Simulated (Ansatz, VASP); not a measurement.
**One calculation of ZnAg2S2, two programs**

File INCAR:

```
ALGO     = Normal         # electronic algorithm
EDIFF    = 1E-7           # SCF threshold, eV
EDIFFG   = -0.01          # ionic threshold
ENCUT    = 600            # plane-wave cutoff, eV
GGA      = PE             # functional
IBRION   = 2              # ionic algorithm
ISIF     = 3              # what is computed and relaxed
ISMEAR   = 0              # smearing method
LASPH    = True           # aspherical terms in the spheres
LCHARG   = False          # write CHGCAR
LREAL    = False          # projectors in reciprocal space
LWAVE    = False          # write WAVECAR
NELM     = 100            # most SCF steps
NSW      = 100            # ionic steps
PREC     = Accurate       # precision mode
SIGMA    = 0.1            # smearing width, eV
```

KPOINTS

```
k-points
0
Gamma
  12 12 6
```

The input POSCAR:

```
ZnAg2S2
1.0
    3.8940417598      0.0000000000      0.0000000000
   -1.9470208799      3.3723390874      0.0000000000
    0.0000000000      0.0000000000      7.0804663902
Zn Ag S
1 2 2
Direct
    0.0000000000      0.0000000000      0.0000000000
    0.6666666667      0.3333333333      0.3824608578
    0.3333333333      0.6666666667      0.6175391422
    0.3333333333      0.6666666667      0.1907704531
    0.6666666667      0.3333333333      0.8092295469
```

Input for Ansatz:

```yaml
crystal:
  lattice:
    - [3.8940417598, 0.0, 0.0]
    - [-1.9470208799, 3.3723390874, 0.0]
    - [0.0, 0.0, 7.0804663902]
  atoms:
    - { symbol: Zn, position: [0.0, 0.0, 0.0] }
    - { symbol: Ag, position: [0.6666666667, 0.3333333333, 0.3824608578] }
    - { symbol: Ag, position: [0.3333333333, 0.6666666667, 0.6175391422] }
    - { symbol: S, position: [0.3333333333, 0.6666666667, 0.1907704531] }
    - { symbol: S, position: [0.6666666667, 0.3333333333, 0.8092295469] }
basis:
  ecutwfc: 420
kpoints:
  mp_grid: { grid: [12, 12, 6] }
hamiltonian:
  xc: pbe
scf:
  occupations: { method: gaussian, width: 0.1 }
output:
  forces: true
  stress: true
  eigenvalues: true
  write_density: true
  write_potential: true
  elf: true
  volumetric_format: npy
relax:
  adjacent_minimum: "off"
  f_tol: 0.01
  max_steps: 80
  cell: { stress_tol: 0.05 }
```

Change from the starting cell: species swapped into the MgAl2C2 type (P-3m1, No. 164).

Alike in both runs: task relaxation of cell and atoms; functional PBE; k mesh 12 × 12 × 6; occupations gaussian, width 0.1 eV; no spin polarisation.

|  | VASP | Ansatz |
| --- | --- | --- |
| version | VASP 6.6.1 | Ansatz 0.2.0 |
| potentials or method | VASP PAW PBE potentials, release 64 (Zn, Ag, S), cutoff 600 eV | scalar-relativistic, plane waves, PAW |
| valence electrons in the cell | 46 | 62 |

|  | VASP | Ansatz | Ansatz less VASP |
| --- | --- | --- | --- |
| gap on the k mesh at the Fermi level, each at its own relaxed structure (eV) | none | none | - |
| relaxed volume (Å³/atom) | 18.57 | 18.59 | +0.017 |
| relaxed cell length with the largest relative difference (Å) | 7.079 | 7.112 | +0.0329 |

A gap of «none» marks a metal or a gap that the smearing closes. VASP's potentials hold 46 valence electrons a cell and Ansatz's 62, so a difference there can come from the potentials and not from the codes.
